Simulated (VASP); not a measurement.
# HfN: single point with PBEsol

Crystal: HfN.

```
Hf N
1.0
     0.00000    2.23825    2.23825
     2.23825    0.00000    2.23825
     2.23825    2.23825    0.00000
Hf N
1 1
Direct
  0.00000 0.00000 0.00000
  0.50000 0.50000 0.50000
```

* Program: VASP 6.6.1
* Task: single point
* Functional: PBEsol
* Potentials or basis: VASP PAW PBE potentials, release 64 (Hf_pv, N)
* Cutoff: 520 eV
* k mesh: 18 × 18 × 18
* Occupations: fermi-dirac, width 0.1 eV
* Spin: no spin polarisation

```
Pressure               : 2.8 GPa
Band gap on the k mesh : zero (an odd number of electrons rules out a gap without spin polarisation)
```

Levels at points of the mesh, in eV from the Fermi level:
| k point | band 5 | band 6 | band 7 | band 8 | band 9 | band 10 | band 11 | band 12 |
| --- | --- | --- | --- | --- | --- | --- | --- | --- |
| (0.00, 0.00, 0.00) | -3.01 | -3.01 | -3.01 | -0.38 | -0.38 | -0.38 | 2.02 | 2.02 |
| (0.50, 0.00, 0.00) | -9.06 | -6.31 | -6.31 | 3.44 | 3.87 | 3.87 | 4.57 | 9.22 |
| (0.50, 0.50, 0.00) | -5.37 | -3.96 | -3.66 | -3.66 | 4.25 | 5.78 | 5.78 | 5.96 |

It took 80 s on 1 thread of AMD EPYC 7R13, with other jobs on the host, peak memory 0.16 GiB.

Caveat: the PAW data sets were made with another functional, which shifts forces and pressure a little; spin-orbit coupling is left out, which moves the levels of the heavy elements.
